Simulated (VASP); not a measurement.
# KZnF3 (Pm-3m) in VASP: a series of runs

The runs below take KZnF3 through relaxation of cell and atoms, with PBE.

Everything below comes from runs of VASP 6.6.1. Logs are shortened: lines on timing, memory, paths and dates and some standing lists are left out, and cuts for length are marked.

**1. The cell of the first run**

The structure is cubic, space group Pm-3m (No. 221). Conventional cell: a = 4.047 Å, b = 4.047 Å, c = 4.047 Å, α = 90.00°, β = 90.00°, γ = 90.00°. Within 3.8 Å of K (site symmetry m-3m) lie 12 F at 2.86 Å and 8 Zn at 3.51 Å. Zn (site symmetry m-3m) has 6 F at 2.02 Å within 2.7 Å. F (site symmetry 4/mmm) has 2 Zn at 2.02 Å within 2.7 Å.

**2. Relaxation of cell and atoms, PBE**

INCAR reads:

```
ALGO     = Normal         # electronic algorithm
EDIFF    = 1E-7           # SCF threshold, eV
EDIFFG   = -0.005         # ionic threshold
ENCUT    = 600            # plane-wave cutoff, eV
GGA      = PE             # functional
IBRION   = 2              # ionic algorithm
ISIF     = 3              # what is computed and relaxed
ISMEAR   = 0              # smearing method
LASPH    = T              # aspherical terms in the spheres
LCHARG   = F              # write CHGCAR
LREAL    = F              # projectors in reciprocal space
LWAVE    = F              # write WAVECAR
NELM     = 80             # most SCF steps
NSW      = 100            # ionic steps
PREC     = Accurate       # precision mode
SIGMA    = 0.02           # smearing width, eV
```

KPOINTS reads:

```
k-points
0
Gamma
  6 6 6
```

POSCAR reads:

```
KZnF3
1.0
    4.0474167900      0.0000000000      0.0000000000
    0.0000000000      4.0474167900      0.0000000000
    0.0000000000      0.0000000000      4.0474167900
K Zn F
1 1 3
Direct
    0.0000000000      0.0000000000      0.0000000000
    0.5000000000      0.5000000000      0.5000000000
    0.0000000000      0.5000000000      0.5000000000
    0.5000000000      0.0000000000      0.5000000000
    0.5000000000      0.5000000000      0.0000000000
```

Potentials or basis: VASP PAW PBE potentials, release 64 (K_sv, Zn, F).

On the command line:

```
$ cat potpaw_PBE.64/K_sv/POTCAR potpaw_PBE.64/Zn/POTCAR potpaw_PBE.64/F/POTCAR > POTCAR
$ mpirun -np 1 vasp_std > vasp.out
```

OUTCAR:

```text
EDIFF = 1E-7
   EDIFFG = -0.005
   ENCUT = 600
   GGA = PE
   IBRION = 2
   ISIF = 3
   ISMEAR = 0
   LASPH = T
   LREAL = F
   NELM = 80
   NSW = 100
   PREC = Accurate

 ion  position               nearest neighbor table
   1  0.000  0.000  0.000-
   2  0.500  0.500  0.500-   3 2.02   4 2.02   5 2.02   5 2.02   4 2.02   3 2.02
   3  0.000  0.500  0.500-   2 2.02   2 2.02
   4  0.500  0.000  0.500-   2 2.02   2 2.02
   5  0.500  0.500  0.000-   2 2.02   2 2.02

  LATTYP: Found a simple cubic cell.
 ALAT       =     4.0474167900

  Lattice vectors:

 A1 = (   4.0474167900,   0.0000000000,   0.0000000000)
 A2 = (   0.0000000000,   4.0474167900,   0.0000000000)
 A3 = (   0.0000000000,   0.0000000000,   4.0474167900)

Analysis of symmetry for initial positions (statically):
=====================================================================
 Subroutine PRICEL returns:
 Original cell was already a primitive cell.

 Routine SETGRP: Setting up the symmetry group for a
 simple cubic supercell.

 Subroutine GETGRP returns: Found 48 space group operations
 (whereof 48 operations were pure point group operations)
 out of a pool of 48 trial point group operations.

The static configuration has the point symmetry O_h .

Analysis of symmetry for dynamics (positions and initial velocities):
=====================================================================
 Subroutine PRICEL returns:
 Original cell was already a primitive cell.

 Routine SETGRP: Setting up the symmetry group for a
 simple cubic supercell.

 Subroutine GETGRP returns: Found 48 space group operations
 (whereof 48 operations were pure point group operations)
 out of a pool of 48 trial point group operations.

The dynamic configuration has the point symmetry O_h .

 Subroutine INISYM returns: Found 48 space group operations
 (whereof 48 operations are pure point group operations),
 and found     1 'primitive' translations

----------------------------------------------------------------------------------------

                                     Primitive cell

  volume of cell :      66.3031

  direct lattice vectors                    reciprocal lattice vectors
     4.047416790  0.000000000  0.000000000     0.247071170  0.000000000  0.000000000
     0.000000000  4.047416790  0.000000000     0.000000000  0.247071170  0.000000000
     0.000000000  0.000000000  4.047416790     0.000000000  0.000000000  0.247071170

  length of vectors
     4.047416790  4.047416790  4.047416790     0.247071170  0.247071170  0.247071170

  position of ions in fractional coordinates (direct lattice)
     0.000000000  0.000000000  0.000000000
     0.500000000  0.500000000  0.500000000
     0.000000000  0.500000000  0.500000000
     0.500000000  0.000000000  0.500000000
     0.500000000  0.500000000  0.000000000

  ion indices of the primitive-cell ions
   primitive index   ion index
                 1           1
                 2           2
                 3           3
                 4           4
                 5           5

----------------------------------------------------------------------------------------

 KPOINTS: k-points

Automatic generation of k-mesh.
 Grid dimensions read from file:
 generate k-points for:    6    6    6

 Generating k-lattice:

  Cartesian coordinates                     Fractional coordinates (reciprocal lattice)
     0.041178528  0.000000000  0.000000000     0.166666667  0.000000000  0.000000000
     0.000000000  0.041178528  0.000000000     0.000000000  0.166666667  0.000000000
     0.000000000  0.000000000  0.041178528     0.000000000  0.000000000  0.166666667

  Length of vectors
     0.041178528  0.041178528  0.041178528

  Shift w.r.t. Gamma in fractional coordinates (k-lattice)
     0.000000000  0.000000000  0.000000000

 Subroutine IBZKPT returns following result:
 ===========================================

 Found     20 irreducible k-points:

 Following reciprocal coordinates:
            Coordinates               Weight
  0.000000  0.000000  0.000000      1.000000
  0.166667  0.000000  0.000000      6.000000
  0.333333  0.000000  0.000000      6.000000
  0.500000  0.000000  0.000000      3.000000
  0.166667  0.166667  0.000000     12.000000
  0.333333  0.166667  0.000000     24.000000
[... 12 lines left out ...]
  0.500000  0.500000  0.333333      6.000000
  0.500000  0.500000  0.500000      1.000000
   k-points           NKPTS =     20   k-points in BZ     NKDIM =     20   number of bands    NBANDS=     25
   number of dos      NEDOS =    301   number of ions     NIONS =      5
   total plane-waves  NPLWV =  32768
   dimension x,y,z NGX =    32 NGY =   32 NGZ =   32
   dimension x,y,z NGXF=    64 NGYF=   64 NGZF=   64
   ions per type =               1   1   3
   NGX,Y,Z   is equivalent  to a cutoff of  13.14, 13.14, 13.14 a.u.
   NGXF,Y,Z  is equivalent  to a cutoff of  26.29, 26.29, 26.29 a.u.
 SYSTEM =  unknown system
   PREC   = accura    normal or accurate (medium, high low for compatibility)
   ISTART =      0    job   : 0-new  1-cont  2-samecut
   ICHARG =      2    charge: 1-file 2-atom 10-const
   ISPIN  =      1    spin polarized calculation?
   LNONCOLLINEAR =      F non collinear calculations
   LSORBIT =      F    spin-orbit coupling
   LASPH  =      T    aspherical Exc in radial PAW
   ENCUT  =  600.0 eV  44.10 Ry    6.64 a.u.   8.08  8.08  8.08*2*pi/ulx,y,z
   NELM   =     80;   NELMIN=  2; NELMDL= -5     # of ELM steps
   EDIFF  = 0.1E-06   stopping-criterion for ELM
   LREAL  =      F    real-space projection
   EDIFFG = -.5E-02   stopping-criterion for IOM
   NSW    =    100    number of steps for IOM
   IBRION =      2    ionic relax: 0-MD 1-quasi-New 2-CG
   NFREE  =      1    steps in history (QN), initial steepest desc. (CG)
   ISIF   =      3    stress and relaxation
   ISYM   =      2    0-nonsym 1-usesym 2-fastsym
   POTIM  = 0.5000    time-step for ionic-motion
   TEBEG  =    0.0;   TEEND  =   0.0 temperature during run
   PSTRESS=    0.0 pullay stress
   NELECT =      42.0000    total number of electrons
   NUPDOWN=      -1.0000    fix difference up-down
   EMIN   =  10.00;   EMAX   =-10.00  energy-range for DOS
   EFERMI =   0.00;   METHOD = LEGACY
   ISMEAR =     0;   SIGMA  =   0.02  broadening in eV -4-tet -1-fermi 0-gaus
   EFERMI_NEDOS =   21; number of points for ismear=-14 and -15
   IALGO  =     38    algorithm
   IMIX   =      4    mixing-type and parameters
     AMIX     =   0.40;   BMIX     =  1.00
     AMIX_MAG =   1.60;   BMIX_MAG =  1.00
  volume/ion in A,a.u.               =      13.26        89.49
  Fermi-wavevector in a.u.,A,eV,Ry     =   1.405983  2.656922 26.895827  1.976788
  Thomas-Fermi vector in A             =   2.528389
   LORBIT       =      0    0 simple, 1 ext, 2 COOP (PROOUT), +10 PAW based schemes
   GGA     = PE    functional components
   LHFCALC =     F    Hartree Fock is set to
   AEXX    =    0.0000 exact exchange contribution
   IVDW    =     0    specifies the selected vdW correction
   LEPSILON=     F    determine dielectric tensor
   LRPA    =     F    only Hartree local field effects (RPA)
 conjugate gradient relaxation of ions
 non-spin polarized calculation
 Gauss-broadening in eV      SIGMA  =   0.02
  energy-cutoff  :      600.00
  volume of cell :       66.30
 maximum number of plane-waves:      2272
   NGX = 17   NGY = 17   NGZ = 17

--------------------------------------- Ionic step        1  -------------------------------------------

 number of electron      42.0000059 magnetization

 Free energy of the ion-electron system (eV)
  ---------------------------------------------------
  ext. energy  EPLUGINS =         0.00000000
  ---------------------------------------------------
  free energy    TOTEN  =       -20.26688596 eV

  energy without entropy =      -20.26688596  energy(sigma->0) =      -20.26688596

------------------------ aborting loop because EDIFF is reached ----------------------------------------

  FORCE on cell =-STRESS in cart. coord.  units (eV):
  Direction    XX          YY          ZZ          XY          YZ          ZX
  --------------------------------------------------------------------------------------
  -------------------------------------------------------------------------------------
  Total        2.0607745      2.0607745      2.0607745      0.0000000      0.0000000     -0.0000000
  in kB       49.7974690     49.7974690     49.7974690      0.0000000      0.0000000     -0.0000000
  external PRESSURE =      49.7974690 kB  Pullay stress =       0.0000000 kB

 VOLUME and BASIS-vectors are now :
 -----------------------------------------------------------------------------
  energy-cutoff  :      600.00
  volume of cell :       66.30
      direct lattice vectors                 reciprocal lattice vectors
     4.047416790  0.000000000  0.000000000     0.247071170  0.000000000  0.000000000
     0.000000000  4.047416790  0.000000000     0.000000000  0.247071170  0.000000000
     0.000000000  0.000000000  4.047416790     0.000000000  0.000000000  0.247071170
[... 40 lines left out ...]
 POSITION                                       TOTAL-FORCE (eV/Angst)
 -----------------------------------------------------------------------------------
      0.00000      0.00000      0.00000         0.000000     -0.000000      0.000000
      2.06395      2.06395      2.06395        -0.000000      0.000000      0.000000
      0.00000      2.06395      2.06395        -0.000000      0.000000      0.000000
      2.06395      0.00000      2.06395         0.000000      0.000000      0.000000
      2.06395      2.06395     -0.00000         0.000000     -0.000000      0.000000
 -----------------------------------------------------------------------------------
    total drift:                                0.000000     -0.000000     -0.000000

  FREE ENERGIE OF THE ION-ELECTRON SYSTEM (eV)
  ---------------------------------------------------
  free  energy   TOTEN  =       -20.3287181343 eV

  energy  without entropy=      -20.3287181343  energy(sigma->0) =      -20.32871813

--------------------------------------- Ionic step        3  -------------------------------------------

 number of electron      41.9999987 magnetization

 Free energy of the ion-electron system (eV)
  ---------------------------------------------------
  ext. energy  EPLUGINS =         0.00000000
  ---------------------------------------------------
  free energy    TOTEN  =       -20.32882981 eV

  energy without entropy =      -20.32882981  energy(sigma->0) =      -20.32882981

 E-fermi :  -1.1501     XC(G=0):  -9.5732

 val. band max:       -1.3531534100   @ k =   0.5000   0.5000   0.5000
 cond. band min:       2.2906702974   @ k =   0.0000   0.0000   0.0000
 fundamental gap:      3.6438237074
 Fermi energy:        -1.1500755937

 k-point     1 :       0.0000    0.0000    0.0000
  band No.  band energies     occupation
      1     -28.2543      2.00000
      2     -22.4781      2.00000
      3     -21.9293      2.00000
      4     -21.9293      2.00000
      5     -11.7326      2.00000
      6     -11.7326      2.00000
[... 17 lines left out ...]
     24       7.5840      0.00000
     25       7.9054      0.00000
[... 552 lines left out ...]
 POSITION                                       TOTAL-FORCE (eV/Angst)
 -----------------------------------------------------------------------------------
      0.00000      0.00000      0.00000         0.000000     -0.000000      0.000000
      2.06584      2.06584      2.06584        -0.000000      0.000000      0.000000
      0.00000      2.06584      2.06584        -0.000000      0.000000      0.000000
      2.06584      0.00000      2.06584         0.000000      0.000000      0.000000
      2.06584      2.06584     -0.00000         0.000000     -0.000000      0.000000
 -----------------------------------------------------------------------------------
    total drift:                                0.000000     -0.000000     -0.000000

  FREE ENERGIE OF THE ION-ELECTRON SYSTEM (eV)
  ---------------------------------------------------
  free  energy   TOTEN  =       -20.3288298098 eV

  energy  without entropy=      -20.3288298098  energy(sigma->0) =      -20.32882981

 reached required accuracy - stopping structural energy minimisation
```

It took 58 s on 1 thread of AMD EPYC 9R45 (Zen 5), shared host; peak memory 0.18 GiB.

Results:

- Free energy: -20.3288 eV
- Relaxed volume: 14.11 Å³/atom
- Relaxed cell: a = 4.132 Å, b = 4.132 Å, c = 4.132 Å, α = 90.00°, β = 90.00°, γ = 90.00°
- Space group after relaxing (to 0.1 Å): Pm-3m (No. 221)
- Energy gained by relaxing: 12.4 meV/atom
- Ionic steps: 3
- Pressure after relaxing: 0.0 GPa
- Band gap on the k mesh: 3.64 eV (least direct gap 5.16 eV)

Step by step:
```tsv
step	energy change (eV)	largest force (eV/Å)	pressure (GPa)	volume (Å³)
1	0.0000	0.0000	4.98	66.30
2	-0.0618	0.0000	0.19	70.34
3	-0.0619	0.0000	-0.01	70.53
```

Final structure:
```
CELL_PARAMETERS angstrom
4.13167 0.00000 0.00000
0.00000 4.13167 0.00000
0.00000 0.00000 4.13167
ATOMIC_POSITIONS crystal
K 0.00000 0.00000 0.00000
Zn 0.50000 0.50000 0.50000
F 0.00000 0.50000 0.50000
F 0.50000 0.00000 0.50000
F 0.50000 0.50000 0.00000
```

Levels at points of the mesh, in eV from the valence-band top:
```
           k point  band 18  band 19  band 20  band 21  band 22  band 23  band 24  band 25
(0.00, 0.00, 0.00)    -1.69    -1.52    -1.52    -1.52     3.64     8.94     8.94     9.26
(0.50, 0.00, 0.00)    -1.66    -1.55    -1.45    -1.45     6.27     8.24     9.82    11.11
(0.50, 0.50, 0.00)    -1.54    -1.54    -1.18     0.00     7.77     9.96     9.96    10.15
(0.50, 0.50, 0.50)    -1.17    -1.17     0.00     0.00     8.50     8.50     8.50     9.74
```

**3. Relaxation of cell and atoms, PBE, target pressure 3 GPa, at which the enthalpy is minimised**

This run uses another cell than the first one, of 13.67 Å³/atom.

INCAR reads:

```
SYSTEM = KZnF3
  PREC = Accurate
  ENCUT = 600
  EDIFF = 1E-7
  ISMEAR = 0
  SIGMA = 0.02
  LREAL = .False.
  LASPH = .True.
  NELM = 80
  ALGO = Normal
  ISIF = 3
  LWAVE = .False.
  LCHARG = .False.
  GGA = PE
  IBRION = 2
  NSW = 70
  EDIFFG = -0.008
  PSTRESS = 30.0
```

KPOINTS reads:

```
Automatic mesh
0
Gamma
  6 6 6
  0 0 0
```

POSCAR: that of step 2 with these lines changed.

```diff
@@ -2,5 +2,5 @@
 1.0
-    4.0474167900      0.0000000000      0.0000000000
-    0.0000000000      4.0474167900      0.0000000000
-    0.0000000000      0.0000000000      4.0474167900
+    4.0888391590      0.0000000000      0.0000000000
+    0.0000000000      4.0888391590      0.0000000000
+    0.0000000000      0.0000000000      4.0888391590
 K Zn F
```

Potentials or basis: VASP PAW PBE potentials, release 64 (K_sv, Zn, F).

On the command line:

```
$ cat potpaw_PBE.64/K_sv/POTCAR potpaw_PBE.64/Zn/POTCAR potpaw_PBE.64/F/POTCAR > POTCAR
$ mpirun -np 1 vasp_std > vasp.out
```

Wall time 58 s (1 thread of AMD EPYC 9R45 (Zen 5), shared host); peak memory 0.2 GiB.

It converged, with:

```
Free energy                                                : -20.3089 eV
Relaxed volume                                             : 13.56 Å³/atom
Relaxed cell                                               : a = 4.078 Å, b = 4.078 Å, c = 4.078 Å, α = 90.00°, β = 90.00°, γ = 90.00°
Space group after relaxing (to 0.1 Å)                      : Pm-3m (No. 221)
Energy change on relaxing (the run minimises the enthalpy) : +1.8 meV/atom
Ionic steps                                                : 2
Pressure after relaxing                                    : 3.0 GPa
Band gap on the k mesh                                     : 3.74 eV (least direct gap 5.48 eV)
```

The path:
| step | energy change (eV) | largest force (eV/Å) | pressure (GPa) | volume (Å³) |
| --- | --- | --- | --- | --- |
| 1 | 0.0000 | 0.0000 | 2.34 | 68.36 |
| 2 | 0.0092 | 0.0000 | 2.98 | 67.80 |

Final structure:
```
K Zn F
1.0
     4.07773    0.00000    0.00000
     0.00000    4.07773    0.00000
     0.00000    0.00000    4.07773
K Zn F
1 1 3
Direct
  0.00000 0.00000 0.00000
  0.50000 0.50000 0.50000
  0.00000 0.50000 0.50000
  0.50000 0.00000 0.50000
  0.50000 0.50000 0.00000
```

Levels at points of the mesh, in eV from the valence-band top:
| k point | band 17 | band 18 | band 19 | band 20 | band 21 | band 22 | band 23 | band 24 | band 25 |
| --- | --- | --- | --- | --- | --- | --- | --- | --- | --- |
| (0.00, 0.00, 0.00) | -1.93 | -1.93 | -1.74 | -1.74 | -1.74 | 3.74 | 8.78 | 8.78 | 9.36 |
| (0.50, 0.00, 0.00) | -1.90 | -1.90 | -1.62 | -1.62 | -1.57 | 6.46 | 8.28 | 9.71 | 11.09 |
| (0.50, 0.50, 0.00) | -1.99 | -1.70 | -1.70 | -1.39 | 0.00 | 7.95 | 10.09 | 10.09 | 10.14 |
| (0.50, 0.50, 0.50) | -1.38 | -1.38 | -1.38 | 0.00 | 0.00 | 8.46 | 8.46 | 8.46 | 10.06 |

Caveat: the cell is relaxed towards a set pressure, so the run minimises the enthalpy, not the energy. A k mesh can miss the band edges.

(Part 1 of 2 ends here.)
